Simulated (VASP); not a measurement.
# HgTe (F-43m) in VASP: a series of runs

Runs on HgTe. Level: r2SCAN. Tasks: relaxation of the atoms.

Everything below comes from runs of VASP 6.6.1. Logs are shortened: lines on timing, memory, paths and dates and some standing lists are left out, and cuts for length are marked.

## Step 1: The cell of the first run

Symmetry: F-43m, No. 216, cubic system. The conventional cell has a = 6.483 Å, b = 6.483 Å, c = 6.483 Å, α = 90.00°, β = 90.00°, γ = 90.00°. Hg (site symmetry -43m) has 4 Te at 2.81 Å within 3.7 Å. Te (site symmetry -43m) has 4 Hg at 2.81 Å within 3.7 Å.

## Step 2: Relaxation of the atoms, r2SCAN

The input, POSCAR:

```
HgTe
1.0
    0.0000000000      3.2416311700      3.2416311700
    3.2416311700      0.0000000000      3.2416311700
    3.2416311700      3.2416311700      0.0000000000
Hg Te
1 1
Direct
    0.0000000000      0.0000000000      0.0000000000
    0.2500000000      0.2500000000      0.2500000000
```

The input, INCAR.step1:

```
SYSTEM = HgTe
ALGO = Normal
EDIFF = 1E-4
ENCUT = 520
GGA = PE
ISMEAR = -1
LASPH = .TRUE.
LCHARG = .FALSE.
LREAL = .FALSE.
LWAVE = .TRUE.
NELM = 100
PREC = Accurate
SIGMA = 0.1
```

The input, INCAR.step2:

```
SYSTEM = HgTe
ALGO = Normal
EDIFF = 1E-6
EDIFFG = -0.01
ENCUT = 520
IBRION = 2
ISIF = 2
ISMEAR = -1
ISTART = 1
LASPH = .TRUE.
LCHARG = .FALSE.
LMIXTAU = .TRUE.
LREAL = .FALSE.
LWAVE = .FALSE.
METAGGA = R2SCAN
NELM = 100
NSW = 50
PREC = Accurate
SIGMA = 0.1
```

The input, KPOINTS:

```
k-points
0
G
  9 9 9
  0 0 0
```

Potentials or basis: VASP PAW PBE potentials, release 64 (Hg, Te).

Run with:

```bash
$ cat potpaw_PBE.64/Hg/POTCAR potpaw_PBE.64/Te/POTCAR > POTCAR
$ cp INCAR.step1 INCAR
$ mpirun -np 1 vasp_std > vasp.out
$ cp INCAR.step2 INCAR
$ mpirun -np 1 vasp_std > vasp.out
```

OUTCAR:

```text
SYSTEM = HgTe
   EDIFF = 1E-6
   EDIFFG = -0.01
   ENCUT = 520
   IBRION = 2
   ISIF = 2
   ISMEAR = -1
   ISTART = 1
   LASPH = .TRUE.
   LREAL = .FALSE.
   METAGGA = R2SCAN
   NELM = 100
   NSW = 50
   PREC = Accurate

 ion  position               nearest neighbor table
   1  0.000  0.000  0.000-   2 2.81   2 2.81   2 2.81   2 2.81
   2  0.250  0.250  0.250-   1 2.81   1 2.81   1 2.81   1 2.81

  LATTYP: Found a face centered cubic cell.
 ALAT       =     6.4832623400

  Lattice vectors:

 A1 = (   0.0000000000,   3.2416311700,   3.2416311700)
 A2 = (   3.2416311700,   0.0000000000,   3.2416311700)
 A3 = (   3.2416311700,   3.2416311700,   0.0000000000)

Analysis of symmetry for initial positions (statically):
=====================================================================
 Subroutine PRICEL returns:
 Original cell was already a primitive cell.

 Routine SETGRP: Setting up the symmetry group for a
 face centered cubic supercell.

 Subroutine GETGRP returns: Found 24 space group operations
 (whereof 24 operations were pure point group operations)
 out of a pool of 48 trial point group operations.

The static configuration has the point symmetry T_d .

Analysis of symmetry for dynamics (positions and initial velocities):
=====================================================================
 Subroutine PRICEL returns:
 Original cell was already a primitive cell.

 Routine SETGRP: Setting up the symmetry group for a
 face centered cubic supercell.

 Subroutine GETGRP returns: Found 24 space group operations
 (whereof 24 operations were pure point group operations)
 out of a pool of 48 trial point group operations.

The dynamic configuration has the point symmetry T_d .

 Subroutine INISYM returns: Found 24 space group operations
 (whereof 24 operations are pure point group operations),
 and found     1 'primitive' translations

----------------------------------------------------------------------------------------

                                     Primitive cell

  volume of cell :      68.1272

  direct lattice vectors                    reciprocal lattice vectors
     0.000000000  3.241631170  3.241631170    -0.154243334  0.154243334  0.154243334
     3.241631170  0.000000000  3.241631170     0.154243334 -0.154243334  0.154243334
     3.241631170  3.241631170  0.000000000     0.154243334  0.154243334 -0.154243334

  length of vectors
     4.584358765  4.584358765  4.584358765     0.267157292  0.267157292  0.267157292

  position of ions in fractional coordinates (direct lattice)
     0.000000000  0.000000000  0.000000000
     0.250000000  0.250000000  0.250000000

  ion indices of the primitive-cell ions
   primitive index   ion index
                 1           1
                 2           2

----------------------------------------------------------------------------------------

 KPOINTS: k-points

Automatic generation of k-mesh.
 Grid dimensions read from file:
 generate k-points for:    9    9    9

 Generating k-lattice:

  Cartesian coordinates                     Fractional coordinates (reciprocal lattice)
    -0.017138148  0.017138148  0.017138148     0.111111111  0.000000000  0.000000000
     0.017138148 -0.017138148  0.017138148     0.000000000  0.111111111  0.000000000
     0.017138148  0.017138148 -0.017138148     0.000000000  0.000000000  0.111111111

  Length of vectors
     0.029684144  0.029684144  0.029684144

  Shift w.r.t. Gamma in fractional coordinates (k-lattice)
     0.000000000  0.000000000  0.000000000

 Subroutine IBZKPT returns following result:
 ===========================================

 Found     35 irreducible k-points:

 Following reciprocal coordinates:
            Coordinates               Weight
  0.000000  0.000000  0.000000      1.000000
  0.111111  0.000000  0.000000      8.000000
  0.222222  0.000000  0.000000      8.000000
  0.333333  0.000000  0.000000      8.000000
  0.444444  0.000000  0.000000      8.000000
  0.111111  0.111111  0.000000      6.000000
[... 16 lines left out ...]
 -0.333333  0.333333  0.000000     12.000000
  0.444444  0.444444  0.000000      6.000000
 [... further k-points ...]
   k-points           NKPTS =     35   k-points in BZ     NKDIM =     35   number of bands    NBANDS=     13
   number of dos      NEDOS =    301   number of ions     NIONS =      2
   total plane-waves  NPLWV =  46656
   dimension x,y,z NGX =    36 NGY =   36 NGZ =   36
   dimension x,y,z NGXF=    72 NGYF=   72 NGZF=   72
   ions per type =               1   1
   NGX,Y,Z   is equivalent  to a cutoff of  13.05, 13.05, 13.05 a.u.
   NGXF,Y,Z  is equivalent  to a cutoff of  26.11, 26.11, 26.11 a.u.
 SYSTEM =  HgTe
   PREC   = accura    normal or accurate (medium, high low for compatibility)
   ISTART =      1    job   : 0-new  1-cont  2-samecut
   ICHARG =      0    charge: 1-file 2-atom 10-const
   ISPIN  =      1    spin polarized calculation?
   LNONCOLLINEAR =      F non collinear calculations
   LSORBIT =      F    spin-orbit coupling
   LASPH  =      T    aspherical Exc in radial PAW
   ENCUT  =  520.0 eV  38.22 Ry    6.18 a.u.   8.52  8.52  8.52*2*pi/ulx,y,z
   NELM   =    100;   NELMIN=  2; NELMDL=  0     # of ELM steps
   EDIFF  = 0.1E-05   stopping-criterion for ELM
   LREAL  =      F    real-space projection
   EDIFFG = -.1E-01   stopping-criterion for IOM
   NSW    =     50    number of steps for IOM
   IBRION =      2    ionic relax: 0-MD 1-quasi-New 2-CG
   NFREE  =      1    steps in history (QN), initial steepest desc. (CG)
   ISIF   =      2    stress and relaxation
   ISYM   =      2    0-nonsym 1-usesym 2-fastsym
   POTIM  = 0.5000    time-step for ionic-motion
   TEBEG  =    0.0;   TEEND  =   0.0 temperature during run
   PSTRESS=    0.0 pullay stress
   NELECT =      18.0000    total number of electrons
   NUPDOWN=      -1.0000    fix difference up-down
   EMIN   =  10.00;   EMAX   =-10.00  energy-range for DOS
   EFERMI =   0.00;   METHOD = LEGACY
   ISMEAR =    -1;   SIGMA  =   0.10  broadening in eV -4-tet -1-fermi 0-gaus
   EFERMI_NEDOS =   21; number of points for ismear=-14 and -15
   IALGO  =     38    algorithm
   IMIX   =      4    mixing-type and parameters
     AMIX     =   0.40;   BMIX     =  1.00
     AMIX_MAG =   1.60;   BMIX_MAG =  1.00
  volume/ion in A,a.u.               =      34.06       229.87
  Fermi-wavevector in a.u.,A,eV,Ry     =   1.050490  1.985139 15.014437  1.103530
  Thomas-Fermi vector in A             =   2.185496
   LORBIT       =      0    0 simple, 1 ext, 2 COOP (PROOUT), +10 PAW based schemes
   METAGGA = R2SCAN    functional components
   LHFCALC =     F    Hartree Fock is set to
   AEXX    =    0.0000 exact exchange contribution
   IVDW    =     0    specifies the selected vdW correction
   LEPSILON=     F    determine dielectric tensor
   LRPA    =     F    only Hartree local field effects (RPA)
 conjugate gradient relaxation of ions
 non-spin polarized calculation
  energy-cutoff  :      520.00
  volume of cell :       68.13
 maximum number of plane-waves:      1854
 NGX is ok and might be reduce to    36
   NGX = 17   NGY = 17   NGZ = 17

 number of electron      18.0000002 magnetization

 Free energy of the ion-electron system (eV)
  ---------------------------------------------------
  ext. energy  EPLUGINS =         0.00000000
  ---------------------------------------------------
  free energy    TOTEN  =       -75.14693209 eV

  energy without entropy =      -75.14558555  energy(sigma->0) =      -75.14625882

 E-fermi :   2.9870     XC(G=0):  -9.2744

 val. band max:        2.7737988713   @ k =   0.0000   0.0000   0.0000
 cond. band min:       3.5533465122   @ k =   0.1111   0.0000   0.0000
 fundamental gap:      0.7795476409
 Fermi energy:         2.9869942345

 k-point     1 :       0.0000    0.0000    0.0000
  band No.  band energies     occupation
      1      -9.5687      2.00000
      2      -4.8161      2.00000
      3      -4.8161      2.00000
      4      -4.8161      2.00000
      5      -4.2535      2.00000
      6      -4.2535      2.00000
      7       2.3377      1.99698
      8       2.7738      1.78794
      9       2.7738      1.78794
     10       2.7738      1.78794
     11       7.3550      0.00000
     12       7.3550      0.00000
     13       7.3550      0.00000

 k-point     2 :       0.1111    0.0000    0.0000
  band No.  band energies     occupation
      1      -9.5053      2.00000
      2      -4.7982      2.00000
      3      -4.7982      2.00000
      4      -4.7908      2.00000
      5      -4.2552      2.00000
      6      -4.2552      2.00000
      7       1.1892      2.00000
      8       2.6315      1.94442
      9       2.6315      1.94442
     10       3.5533      0.00692
     11       7.2490      0.00000
     12       7.5471      0.00000
     13       7.5471      0.00000

 k-point     3 :       0.2222    0.0000    0.0000
  band No.  band energies     occupation
      1      -9.3383      2.00000
      2      -4.7552      2.00000
      3      -4.7552      2.00000
      4      -4.6878      2.00000
      5      -4.2555      2.00000
      6      -4.2555      2.00000
      7      -0.2544      2.00000
      8       2.3092      1.99772
      9       2.3092      1.99772
     10       3.8858      0.00025
     11       7.7688      0.00000
     12       7.9228      0.00000
     13       7.9228      0.00000

 k-point     4 :       0.3333    0.0000    0.0000
  band No.  band energies     occupation
      1      -9.1367      2.00000
      2      -4.7121      2.00000
      3      -4.7121      2.00000
      4      -4.4418      2.00000
      5      -4.2469      2.00000
      6      -4.2469      2.00000
      7      -1.6046      2.00000
      8       1.9876      1.99991
      9       1.9876      1.99991
     10       3.8266      0.00045
     11       8.1337      0.00000
     12       8.1337      0.00000
     13       8.9755      0.00000

 k-point     5 :       0.4444    0.0000    0.0000
  band No.  band energies     occupation
      1      -8.9981      2.00000
      2      -4.6886      2.00000
      3      -4.6886      2.00000
      4      -4.2347      2.00000
      5      -4.2347      2.00000
      6      -4.0470      2.00000
      7      -2.6241      2.00000
      8       1.7951      1.99999
      9       1.7951      1.99999
     10       3.7386      0.00109
     11       8.1586      0.00000
     12       8.1586      0.00000
     13       9.8775      0.00000
[... 257 lines left out ...]
 k-point    22 :      -0.4444    0.3333    0.0000
  band No.  band energies     occupation
      1      -8.8038      2.00000
      2      -4.6105      2.00000
      3      -4.5209      2.00000
      4      -4.3940      2.00000
      5      -4.2182      2.00000
      6      -3.7697      2.00000
      7      -2.6887      2.00000
      8      -0.0384      2.00000
      9       0.8168      2.00000
     10       5.2185      0.00000
     11       6.8505      0.00000
     12       9.8672      0.00000
     13      10.4560      0.00000

 k-point    23 :      -0.3333    0.3333    0.0000
  band No.  band energies     occupation
      1      -8.8258      2.00000
      2      -4.6204      2.00000
      3      -4.5611      2.00000
      4      -4.3150      2.00000
      5      -4.2446      2.00000
      6      -3.7935      2.00000
      7      -2.6551      2.00000
      8      -0.2405      2.00000
      9       1.1222      2.00000
     10       5.3153      0.00000
     11       7.6059      0.00000
     12       9.7728      0.00000
     13      10.0663      0.00000

 k-point    24 :       0.4444    0.4444    0.0000
  band No.  band energies     occupation
      1      -8.7980      2.00000
      2      -4.6100      2.00000
      3      -4.4740      2.00000
      4      -4.4740      2.00000
      5      -4.1910      2.00000
      6      -3.8868      2.00000
      7      -2.5651      2.00000
      8       0.5104      2.00000
      9       0.5104      2.00000
     10       4.8643      0.00000
     11       5.5861      0.00000
     12      11.2425      0.00000
     13      11.8722      0.00000

 [... further k-points ...]

------------------------ aborting loop because EDIFF is reached ----------------------------------------

  FORCE on cell =-STRESS in cart. coord.  units (eV):
  Direction    XX          YY          ZZ          XY          YZ          ZX
  --------------------------------------------------------------------------------------
  -------------------------------------------------------------------------------------
  Total        0.8130898      0.8130898      0.8130898      0.0000000     -0.0000000      0.0000000
  in kB       19.1217800     19.1217800     19.1217800      0.0000000     -0.0000000      0.0000000
  external PRESSURE =      19.1217800 kB  Pullay stress =       0.0000000 kB

 VOLUME and BASIS-vectors are now :
 -----------------------------------------------------------------------------
  energy-cutoff  :      520.00
  volume of cell :       68.13
      direct lattice vectors                 reciprocal lattice vectors
     0.000000000  3.241631170  3.241631170    -0.154243334  0.154243334  0.154243334
     3.241631170  0.000000000  3.241631170     0.154243334 -0.154243334  0.154243334
     3.241631170  3.241631170  0.000000000     0.154243334  0.154243334 -0.154243334

 POSITION                                       TOTAL-FORCE (eV/Angst)
 -----------------------------------------------------------------------------------
      0.00000      0.00000      0.00000        -0.000000     -0.000000     -0.000000
      1.62082      1.62082      1.62082         0.000000      0.000000      0.000000
 -----------------------------------------------------------------------------------
    total drift:                                0.000000      0.000000      0.000000

  FREE ENERGIE OF THE ION-ELECTRON SYSTEM (eV)
  ---------------------------------------------------
  free  energy   TOTEN  =       -75.1469320858 eV

  energy  without entropy=      -75.1455855454  energy(sigma->0) =      -75.14625882

 reached required accuracy - stopping structural energy minimisation
```

Wall time 3.1 min (1 thread of Oxide Virtual Turin-like, shared host); peak memory 0.19 GiB.

What came out:

* Free energy: -75.1469 eV
* Pressure after relaxing: 1.9 GPa
* Band gap on the k mesh: zero (filled and empty bands touch)

Final structure:
```cif
data_structure
_symmetry_space_group_name_H-M 'P 1'
_symmetry_Int_Tables_number 1
_cell_length_a 4.5844
_cell_length_b 4.5844
_cell_length_c 4.5844
_cell_angle_alpha 60.000
_cell_angle_beta 60.000
_cell_angle_gamma 60.000
_cell_volume 68.13
loop_
_atom_site_label
_atom_site_type_symbol
_atom_site_fract_x
_atom_site_fract_y
_atom_site_fract_z
_atom_site_occupancy
Hg1 Hg 0.00000 0.00000 0.00000 1
Te1 Te 0.25000 0.25000 0.25000 1
```

Caveat: the relaxation stopped at its first step, so nothing moved; semilocal functionals underestimate gaps, and a narrow one can read as zero; the PAW data sets were made with another functional, which shifts forces and pressure a little; spin-orbit coupling is left out, which moves the levels of the heavy elements.

## Step 3: Relaxation of the atoms, r2SCAN

This run uses another cell than the first one, of 34.77 Å³/atom.

The input, POSCAR:

```
HgTe
1.0
    0.0000000000      3.2639879600      3.2639879600
    3.2639879600      0.0000000000      3.2639879600
    3.2639879600      3.2639879600      0.0000000000
Hg Te
1 1
Direct
    0.0000000000      0.0000000000      0.0000000000
    0.2500000000      0.2500000000      0.2500000000
```

The input, INCAR.step1:

```
PREC = Accurate
ENCUT = 520
ISMEAR = -1
SIGMA = 0.1
LREAL = False
LASPH = True
NELM = 100
GGA = PE
ALGO = Normal
EDIFF = 1E-4
LWAVE = True
LCHARG = False
```

The input, INCAR.step2:

```
PREC = Accurate
ENCUT = 520
EDIFF = 1E-6
ISMEAR = -1
SIGMA = 0.1
LREAL = False
LASPH = True
NELM = 100
ALGO = Normal
ISIF = 2
LWAVE = False
LCHARG = False
METAGGA = R2SCAN
LMIXTAU = True
IBRION = 2
NSW = 50
EDIFFG = -0.01
ISTART = 1
```

The input, KPOINTS:

```
Automatic mesh
0
Gamma
  9 9 9
```

Potentials or basis: VASP PAW PBE potentials, release 64 (Hg, Te).

Run with:

```bash
$ cat potpaw_PBE.64/Hg/POTCAR potpaw_PBE.64/Te/POTCAR > POTCAR
$ cp INCAR.step1 INCAR
$ mpirun -np 1 vasp_std > vasp.out
$ cp INCAR.step2 INCAR
$ mpirun -np 1 vasp_std > vasp.out
```

Wall time 3.5 min (1 thread of Oxide Virtual Turin-like, shared host); peak memory 0.2 GiB.

It converged, with:

* Free energy: -75.1598 eV
* Pressure after relaxing: 0.9 GPa
* Band gap on the k mesh: zero (filled and empty bands touch)

Final structure:
```cif
data_structure
_symmetry_space_group_name_H-M 'P 1'
_symmetry_Int_Tables_number 1
_cell_length_a 4.6160
_cell_length_b 4.6160
_cell_length_c 4.6160
_cell_angle_alpha 60.000
_cell_angle_beta 60.000
_cell_angle_gamma 60.000
_cell_volume 69.55
loop_
_atom_site_label
_atom_site_type_symbol
_atom_site_fract_x
_atom_site_fract_y
_atom_site_fract_z
_atom_site_occupancy
Hg1 Hg 0.00000 0.00000 0.00000 1
Te1 Te 0.25000 0.25000 0.25000 1
```

Levels at points of the mesh, in eV from the Fermi level:
```csv
k point,band 6,band 7,band 8,band 9,band 10,band 11,band 12,band 13
"(0.00, 0.00, 0.00)",-7.15,-0.71,-0.22,-0.22,-0.22,4.40,4.40,4.40
```

Caveat: the relaxation stopped at its first step, so nothing moved; semilocal functionals underestimate gaps, and a narrow one can read as zero; the PAW data sets were made with another functional, which shifts forces and pressure a little; spin-orbit coupling is left out, which moves the levels of the heavy elements.

The gap in the log of VASP goes by the Fermi energy; the results here count the filled bands.